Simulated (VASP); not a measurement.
Runs of VASP 6.6.1 on SiO2. The structure is that of space group I-42d (No. 122), or close to it. The cells are those of the table. 

| task | level | cell | k mesh | cutoff (eV) | smearing | gap on the mesh (eV) | pressure (GPa) | relaxed volume (Å³/atom) | largest force (eV/Å) |
| --- | --- | --- | --- | --- | --- | --- | --- | --- | --- |
| relaxation of cell and atoms | PBEsol | relaxed from a = 5.120 Å, angles 121.2, 121.2, 87.9°, 6 atoms | 6 × 6 × 6 | 600 | fermi-dirac 0.02 eV | 5.81 | 0.0 | 15.20 | - |
| single point | r2SCAN | a = 5.060 Å, angles 121.5, 121.5, 87.4°, 6 atoms | 6 × 6 × 6 | 520 | fermi-dirac 0.02 eV | 6.55 | 0.2 | - | - |
| relaxation of cell and atoms | PBE | relaxed from a = 5.063 Å, angles 121.4, 121.4, 87.6°, 6 atoms | 6 × 6 × 6 | 600 | fermi-dirac 0.02 eV | (b) | 0.0 | 15.57 | - |
| single point | PBE | a = 5.060 Å, angles 121.5, 121.5, 87.4°, 6 atoms | 8 × 8 × 8 | 520 | fermi-dirac 0.02 eV | 5.93 | 4.6 | - | 0.27 |
| relaxation of cell and atoms | r2SCAN | relaxed from a = 5.120 Å, angles 121.2, 121.2, 87.9°, 6 atoms | 6 × 6 × 6 | 600 | fermi-dirac 0.02 eV | (c) | 0.0 | 14.88 | - |
| single point | PBEsol | a = 5.087 Å, angles 121.3, 121.3, 87.7°, 6 atoms | 6 × 6 × 6 | 520 | fermi-dirac 0.02 eV | 5.81 | 0.5 | - | 0.02 |
| single point | PBE | a = 5.120 Å, angles 121.2, 121.2, 87.9°, 6 atoms | 6 × 6 × 6 | 520 | fermi-dirac 0.02 eV | (d) | 0.1 | - | (a) |
| single point | r2SCAN | a = 5.060 Å, angles 121.5, 121.5, 87.4°, 6 atoms | 8 × 8 × 8 | 520 | gaussian 0.01 eV | 6.55 | 0.2 | - | - |

Alike in all rows: potentials or basis VASP PAW PBE potentials, release 64 (Si, O); no spin polarisation.

Estimate the missing entries.

(a) 0.01; (b) 5.73; (c) 6.56; (d) 5.74.

Caveats: the PAW data sets were made with another functional, which shifts forces and pressure a little (some runs).

A k mesh can miss the band edges.
